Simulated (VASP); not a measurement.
Pb, 2 atoms in the cell. The typed cell holds 2 atoms: a = 3.432 Å, b = 3.432 Å, c = 5.641 Å, α = 90.00°, β = 90.00°, γ = 120.00°. This isn't the form of Pb at room conditions, which is fcc.

```yaml
Program: VASP 6.6.1
Task: relaxation of cell and atoms
Functional: PBE
Potentials_or_basis: VASP PAW PBE potentials, release 64 (Pb_d)
Cutoff: 600 eV
k_mesh: 15 × 15 × 8
Occupations: gaussian, width 0.1 eV
Spin: no spin polarisation
Dipole_correction: no
Further_INCAR_settings: ALGO = Fast; EDIFF = 1e-07; IBRION = 2; EDIFFG = -0.01; NSW = 80; ISIF = 3
```

Potentials or basis: VASP PAW PBE potentials, release 64 (Pb_d).

Launch:

```bash
$ cat potpaw_PBE.64/Pb_d/POTCAR > POTCAR
$ mpirun -np 1 vasp_std > vasp.out
```

Hardware: 1 thread of Intel Xeon 8259CL, on a shared host.

Question: How long does it take, and how much memory?

Answer: It took 52 min on 1 thread of Intel Xeon 8259CL, on a shared host, peak memory 0.47 GiB. Counts: scf iterations 70, k points 320, ion steps 5.
